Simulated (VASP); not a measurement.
# Zr (P6/mmm) in VASP: notebook, part 2 of 2

VASP 6.6.1. Earlier steps stand in the parts before.

### Step 4. Relaxation of cell and atoms, PBE

This run uses another cell than the first one, of 23.12 Å³/atom, 1.118 times its volume.

INCAR reads:

```
SYSTEM = Zr
ALGO = Fast ; EDIFF = 1E-6
EDIFFG = -0.01 ; ENCUT = 600
GGA = PE ; IBRION = 2
ISIF = 3 ; ISMEAR = 0
LASPH = .True. ; LCHARG = .False.
LREAL = .False. ; LWAVE = .False.
NELM = 100 ; NSW = 80
PREC = Accurate ; SIGMA = 0.1
```

KPOINTS reads:

```
k-points
0
Gamma
  12 12 14
  0 0 0
```

POSCAR reads:

```
Zr
1.0
    5.0370418014      0.0000000000      0.0000000000
   -2.5185209007      4.3622061600      0.0000000000
    0.0000000000      0.0000000000      3.1566546177
Zr
3
Direct
    0.0000000000      0.0000000000      0.0000000000
    0.3333333333      0.6666666667      0.5000000000
    0.6666666667      0.3333333333      0.5000000000
```

Potentials or basis: VASP PAW PBE potentials, release 64 (Zr_sv).

The run is started by

```sh
$ cat potpaw_PBE.64/Zr_sv/POTCAR > POTCAR
$ mpirun -np 1 vasp_std > vasp.out
```

OUTCAR:

```text
SYSTEM = Zr
   EDIFF = 1E-6
   EDIFFG = -0.01
   ENCUT = 600
   GGA = PE
   IBRION = 2
   ISIF = 3
   ISMEAR = 0
   LASPH = .True.
   LREAL = .False.
   NELM = 100
   NSW = 80
   PREC = Accurate

 ion  position               nearest neighbor table
   1  0.000  0.000  0.000-   2 3.31   3 3.31   2 3.31   3 3.31   3 3.31   3 3.31   2 3.31   2 3.31
                             3 3.31   3 3.31   2 3.31   2 3.31
   2  0.333  0.667  0.500-   3 2.91   3 2.91   3 2.91   1 3.31   1 3.31   1 3.31   1 3.31   1 3.31
                             1 3.31
   3  0.667  0.333  0.500-   2 2.91   2 2.91   2 2.91   1 3.31   1 3.31   1 3.31   1 3.31   1 3.31
                             1 3.31

  LATTYP: Found a hexagonal cell.
 ALAT       =     5.0370418014
 C/A-ratio  =     0.6266881916

  Lattice vectors:

 A1 = (   5.0370418014,   0.0000000000,   0.0000000000)
 A2 = (  -2.5185209007,   4.3622061600,   0.0000000000)
 A3 = (   0.0000000000,   0.0000000000,   3.1566546177)

Analysis of symmetry for initial positions (statically):
=====================================================================
 Subroutine PRICEL returns:
 Original cell was already a primitive cell.

 Routine SETGRP: Setting up the symmetry group for a
 hexagonal supercell.

 Subroutine GETGRP returns: Found 24 space group operations
 (whereof 24 operations were pure point group operations)
 out of a pool of 24 trial point group operations.

The static configuration has the point symmetry D_6h.

Analysis of symmetry for dynamics (positions and initial velocities):
=====================================================================
 Subroutine PRICEL returns:
 Original cell was already a primitive cell.

 Routine SETGRP: Setting up the symmetry group for a
 hexagonal supercell.
[... 180 lines left out ...]
      0.00000      0.00000      0.00000         0.000000      0.000000      0.000000
     -0.00000      2.90814      1.57833        -0.000000     -0.000000      0.000000
      2.51852      1.45407      1.57833         0.000000      0.000000     -0.000000
 -----------------------------------------------------------------------------------
    total drift:                                0.000000      0.000000      0.000000

  FREE ENERGIE OF THE ION-ELECTRON SYSTEM (eV)
  ---------------------------------------------------
  free  energy   TOTEN  =       -25.5671603935 eV

  energy  without entropy=      -25.5519393841  energy(sigma->0) =      -25.55954989

--------------------------------------- Ionic step        2  -------------------------------------------

 number of electron      36.0000000 magnetization

 Free energy of the ion-electron system (eV)
  ---------------------------------------------------
  ext. energy  EPLUGINS =         0.00000000
  ---------------------------------------------------
  free energy    TOTEN  =       -25.56742895 eV

  energy without entropy =      -25.55199281  energy(sigma->0) =      -25.55971088

 E-fermi :   8.9475     XC(G=0): -11.1131

 val. band max:        8.9466574399   @ k =   0.1667  -0.0000   0.0714
 cond. band min:       8.9483057861   @ k =   0.0000   0.0000   0.0714
 fundamental gap:      0.0016483461
 Fermi energy:         8.9474780576

 k-point     1 :       0.0000    0.0000    0.0000
  band No.  band energies     occupation
      1     -39.9364      2.00000
      2     -39.6584      2.00000
      3     -39.4661      2.00000
      4     -18.0664      2.00000
      5     -18.0664      2.00000
      6     -18.0513      2.00000
[... 589 lines left out ...]
     21       9.8113      0.00000
     22      10.3011      0.00000

 [... further k-points ...]

------------------------ aborting loop because EDIFF is reached ----------------------------------------

  FORCE on cell =-STRESS in cart. coord.  units (eV):
  Direction    XX          YY          ZZ          XY          YZ          ZX
  --------------------------------------------------------------------------------------
  -------------------------------------------------------------------------------------
  Total        0.0045698      0.0045698      0.0116778      0.0000000      0.0000000      0.0000000
  in kB        0.1055801      0.1055801      0.2698028      0.0000000      0.0000000      0.0000000
  external PRESSURE =       0.1603210 kB  Pullay stress =       0.0000000 kB

 VOLUME and BASIS-vectors are now :
 -----------------------------------------------------------------------------
  energy-cutoff  :      600.00
  volume of cell :       69.35
      direct lattice vectors                 reciprocal lattice vectors
     5.042815257  0.000000000 -0.000000000     0.198301930  0.114489673  0.000000000
    -2.521407629  4.367206119 -0.000000000     0.000000000  0.228979346  0.000000000
     0.000000000 -0.000000000  3.148834064     0.000000000  0.000000000  0.317577865

 POSITION                                       TOTAL-FORCE (eV/Angst)
 -----------------------------------------------------------------------------------
      0.00000      0.00000     -0.00000        -0.000000      0.000000      0.000000
     -0.00000      2.91147      1.57442        -0.000000      0.000000      0.000000
      2.52141      1.45574      1.57442         0.000000     -0.000000     -0.000000
 -----------------------------------------------------------------------------------
    total drift:                                0.000000      0.000000      0.000000

  FREE ENERGIE OF THE ION-ELECTRON SYSTEM (eV)
  ---------------------------------------------------
  free  energy   TOTEN  =       -25.5674289525 eV

  energy  without entropy=      -25.5519928103  energy(sigma->0) =      -25.55971088

 reached required accuracy - stopping structural energy minimisation
```

OSZICAR:

```text
N       E                     dE             d eps       ncg     rms          rms(c)
DAV:   1     0.398782877087E+03    0.39878E+03   -0.21421E+04  6688   0.182E+03
DAV:   2     0.273249237905E+01   -0.39605E+03   -0.39099E+03  7830   0.484E+02
DAV:   3    -0.251694002557E+02   -0.27902E+02   -0.27320E+02 12464   0.945E+01
[... 22 lines left out ...]
RMM:   4    -0.255674039840E+02    0.17628E-04   -0.72148E-04  8410   0.143E-01    0.204E-02
RMM:   5    -0.255674185509E+02   -0.14567E-04   -0.16175E-04  8625   0.636E-02    0.814E-03
RMM:   6    -0.255674258899E+02   -0.73390E-05   -0.68165E-05  8218   0.314E-02    0.297E-03
RMM:   7    -0.255674282015E+02   -0.23116E-05   -0.21373E-05  6319   0.151E-02    0.200E-03
RMM:   8    -0.255674289525E+02   -0.75097E-06   -0.81332E-06  5605   0.891E-03
   2 F= -.25567429E+02 E0= -.25559711E+02  d E =-.268559E-03
```

CONTCAR:

```text
Zr
   1.00000000000000
     5.0428152570429372    0.0000000000000000   -0.0000000000000000
    -2.5214076285214686    4.3672061192546252   -0.0000000000000000
     0.0000000000000000   -0.0000000000000000    3.1488340636936765
  Zr
     3
Direct
     0.0000000000000000    0.0000000000000000    0.0000000000000000
     0.3333333332999970    0.6666666667000030    0.5000000000000000
     0.6666666667000030    0.3333333332999970    0.5000000000000000

  0.00000000E+00  0.00000000E+00  0.00000000E+00
  0.00000000E+00  0.00000000E+00  0.00000000E+00
  0.00000000E+00  0.00000000E+00  0.00000000E+00
```

It took 16 min on 1 thread of Intel Xeon 8259CL, shared host; peak memory 0.37 GiB.

Results:

```
Free energy                            : -25.5674 eV
Relaxed volume                         : 23.12 Å³/atom
Relaxed cell                           : a = 5.043 Å, b = 5.043 Å, c = 3.149 Å, α = 90.00°, β = 90.00°, γ = 120.00°
Space group after relaxing (to 0.05 Å) : P6/mmm (No. 191)
Energy gained by relaxing              : 0.1 meV/atom
Ionic steps                            : 2
Pressure after relaxing                : 0.0 GPa
Band gap on the k mesh                 : zero (band 18 reaches 9.27 eV, above the bottom of band 19 at 8.71 eV)
```

The path:
| step | energy change (eV) | largest force (eV/Å) | pressure (GPa) | volume (Å³) |
| --- | --- | --- | --- | --- |
| 1 | 0.0000 | 0.0000 | -0.01 | 69.36 |
| 2 | -0.0003 | 0.0000 | 0.02 | 69.35 |

Final structure:
```
Zr
1.0
     5.04282    0.00000    0.00000
    -2.52141    4.36721    0.00000
     0.00000    0.00000    3.14883
Zr
3
Direct
  0.00000 0.00000 0.00000
  0.33333 0.66667 0.50000
  0.66667 0.33333 0.50000
```

### Step 5. Single point, PBE

This run uses another cell than the first one, of 23.11 Å³/atom, 1.118 times its volume.

INCAR reads:

```
ALGO = Fast ; EDIFF = 1E-6
ENCUT = 520 ; GGA = PE
ISIF = 2 ; ISMEAR = 0
LASPH = T ; LCHARG = F
LREAL = F ; LWAVE = F
NBANDS = 25 ; NELM = 80
PREC = Accurate ; SIGMA = 0.1
```

KPOINTS reads:

```
k-points
0
Gamma
  12 12 14
```

POSCAR reads:

```
Zr
1.0
    5.0421609096      0.0000000000      0.0000000000
   -2.5210804548      4.3666394377      0.0000000000
    0.0000000000      0.0000000000      3.1489948542
Zr
3
Direct
    0.0000000000      0.0000000000      0.0000000000
    0.3333333333      0.6666666667      0.5000000000
    0.6666666667      0.3333333333      0.5000000000
```

Potentials or basis: VASP PAW PBE potentials, release 64 (Zr_sv).

The run is started by

```sh
$ cat potpaw_PBE.64/Zr_sv/POTCAR > POTCAR
$ mpirun -np 1 vasp_std > vasp.out
```

OUTCAR:

```text
EDIFF = 1E-6
   ENCUT = 520
   GGA = PE
   ISIF = 2
   ISMEAR = 0
   LASPH = T
   LREAL = F
   NELM = 80
   PREC = Accurate

 ion  position               nearest neighbor table
   1  0.000  0.000  0.000-   2 3.31   3 3.31   2 3.31   3 3.31   3 3.31   3 3.31   2 3.31   2 3.31
                             3 3.31   3 3.31   2 3.31   2 3.31
   2  0.333  0.667  0.500-   3 2.91   3 2.91   3 2.91   1 3.31   1 3.31   1 3.31   1 3.31   1 3.31
                             1 3.31
   3  0.667  0.333  0.500-   2 2.91   2 2.91   2 2.91   1 3.31   1 3.31   1 3.31   1 3.31   1 3.31
[... 874 lines left out ...]
  Direction    XX          YY          ZZ          XY          YZ          ZX
  --------------------------------------------------------------------------------------
  -------------------------------------------------------------------------------------
  Total        0.0121557      0.0121557      0.0021166      0.0000000      0.0000000     -0.0000000
  in kB        0.2809016      0.2809016      0.0489120      0.0000000      0.0000000     -0.0000000
  external PRESSURE =       0.2035717 kB  Pullay stress =       0.0000000 kB

 VOLUME and BASIS-vectors are now :
 -----------------------------------------------------------------------------
  energy-cutoff  :      520.00
  volume of cell :       69.33
      direct lattice vectors                 reciprocal lattice vectors
     5.042160910  0.000000000  0.000000000     0.198327665  0.114504531  0.000000000
    -2.521080455  4.366639438  0.000000000     0.000000000  0.229009062  0.000000000
     0.000000000  0.000000000  3.148994854     0.000000000  0.000000000  0.317561649

 POSITION                                       TOTAL-FORCE (eV/Angst)
 -----------------------------------------------------------------------------------
      0.00000      0.00000      0.00000         0.000000     -0.000000      0.000000
     -0.00000      2.91109      1.57450         0.000000      0.000000      0.000000
      2.52108      1.45555      1.57450        -0.000000      0.000000      0.000000
 -----------------------------------------------------------------------------------
    total drift:                                0.000000      0.000000      0.000000

  FREE ENERGIE OF THE ION-ELECTRON SYSTEM (eV)
  ---------------------------------------------------
  free  energy   TOTEN  =       -25.5672937922 eV

  energy  without entropy=      -25.5518662747  energy(sigma->0) =      -25.55958003
```

OSZICAR:

```text
N       E                     dE             d eps       ncg     rms          rms(c)
DAV:   1     0.354029243811E+03    0.35403E+03   -0.19659E+04  7600   0.144E+03
DAV:   2    -0.159370653753E+01   -0.35562E+03   -0.34842E+03  8947   0.416E+02
DAV:   3    -0.257951569503E+02   -0.24201E+02   -0.23819E+02 14321   0.789E+01
[... 12 lines left out ...]
RMM:  16    -0.255672874167E+02   -0.53523E-05   -0.40427E-05 10739   0.274E-02    0.842E-04
RMM:  17    -0.255672905217E+02   -0.31051E-05   -0.26083E-05  9762   0.200E-02    0.172E-03
RMM:  18    -0.255672921034E+02   -0.15817E-05   -0.13685E-05  8383   0.151E-02    0.286E-03
RMM:  19    -0.255672931716E+02   -0.10682E-05   -0.90941E-06  7562   0.122E-02    0.268E-03
RMM:  20    -0.255672937922E+02   -0.62060E-06   -0.56031E-06  6764   0.990E-03
   1 F= -.25567294E+02 E0= -.25559580E+02  d E =-.154275E-01
```

It took 12 min on 1 thread of AMD EPYC 7R13, shared host; peak memory 0.3 GiB.

What came out:

- Free energy: -25.5673 eV
- Pressure: 0.0 GPa
- Band gap on the k mesh: zero (band 18 reaches 9.27 eV, above the bottom of band 19 at 8.72 eV)

### Step 6. Summary

```csv
task,cell,k mesh,cutoff (eV),gap on the mesh (eV),pressure (GPa)
single point,"a = 4.874, b = 4.874, c = 3.014 Å, angles 90.0, 90.0, 120.0°, 3 atoms",6 × 6 × 6,520,none,12.9
single point,"a = 5.037, b = 5.037, c = 3.157 Å, angles 90.0, 90.0, 120.0°, 3 atoms",6 × 6 × 6,520,none,-0.1
relaxation of cell and atoms,"relaxed from a = 5.037, b = 5.037, c = 3.157 Å, angles 90.0, 90.0, 120.0°, 3 atoms",12 × 12 × 14,600,none,0.0
single point,"a = 5.042, b = 5.042, c = 3.149 Å, angles 90.0, 90.0, 120.0°, 3 atoms",12 × 12 × 14,520,none,0.0
```

Alike in all rows: level PBE; potentials or basis VASP PAW PBE potentials, release 64 (Zr_sv); no spin polarisation; smearing gaussian 0.1 eV.

Total energies depend on the potentials used, so only differences within one code and one set of settings carry meaning.
